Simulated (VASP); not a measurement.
Runs of VASP 6.6.1 on I. The structure is that of space group Im-3m (No. 229), or close to it. The cells are those of the table. 

```csv
task,cell,gap on the mesh (eV),pressure (GPa)
single point,"a = 2.970 Å, angles 109.5°, 1 atom",none,59.8
relaxation of cell and atoms,"relaxed to 60 GPa from a = 3.490 Å, angles 109.5°, 1 atom",none,60.0
single point,"a = 3.066 Å, angles 109.5°, 1 atom",none,(a)
relaxation of cell and atoms,"relaxed from a = 3.490 Å, angles 109.5°, 1 atom",none,0.0
single point,"a = 3.608 Å, angles 109.5°, 1 atom",none,0.0
```

Alike in all rows: level PBE; potentials or basis VASP PAW PBE potentials, release 64 (I); no spin polarisation; k mesh 9 × 9 × 9; cutoff (eV) 500; smearing gaussian 0.05 eV.

**Question.** Fill in the values left out.

**Answer.** (a) 39.8.

Caveats: spin-orbit coupling is left out, which moves the levels of the heavy elements; an odd number of electrons without spin polarisation forces a metal; a magnetic or distorted state may lie lower; the cell stands under pressure (at least some runs); the cell is relaxed towards a set pressure, so the run minimises the enthalpy, not the energy (at least some runs).

A k mesh can miss the band edges, and the runs leave out spin-orbit coupling on I.

A gap of «none» marks levels without a gap at the run's occupations.
